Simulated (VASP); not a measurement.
Set up this calculation in VASP 6.6.1, as the native input.

* Task: single point
* Functional: LDA
* Potentials or basis: VASP PAW LDA potentials, release 64 (Sc_sv)
* Cutoff: 520 eV
* k mesh: 15 × 15 × 15
* Occupations: fermi-dirac, width 0.1 eV
* Spin: no spin polarisation
* Dipole correction: no
* Further INCAR settings: ALGO = Normal; EDIFF = 1e-07; NBANDS = 12

The structure of Sc lies in POSCAR:

```
Sc
1.0
    0.0000000000      1.8888729972      1.8888729972
    1.8888729972      0.0000000000      1.8888729972
    1.8888729972      1.8888729972      0.0000000000
Sc
1
Direct
    0.0000000000      0.0000000000      0.0000000000
```

This cell differs from its parent crystal: volume scaled by 0.6.

One way to write it, as run:

INCAR

```
SYSTEM = Sc
PREC = Accurate ; ENCUT = 520
EDIFF = 1E-7 ; ISMEAR = -1
SIGMA = 0.1 ; LREAL = .FALSE.
LASPH = .TRUE. ; NELM = 60
ALGO = Normal ; ISIF = 2
LWAVE = .FALSE. ; LCHARG = .FALSE.
NBANDS = 12
```

KPOINTS

```
Automatic mesh
0
G
  15 15 15
  0 0 0
```

Potentials or basis: VASP PAW LDA potentials, release 64 (Sc_sv).

Run with:

```console
$ cat potpaw_LDA.64/Sc_sv/POTCAR > POTCAR
$ mpirun -np 1 vasp_std > vasp.out
```

Results of the run:

* Pressure: 63.7 GPa

It took 6.2 s on 1 thread of Intel(R) Xeon(R) 6975P-C (Granite Rapids), on a shared host, peak memory 0.13 GiB.
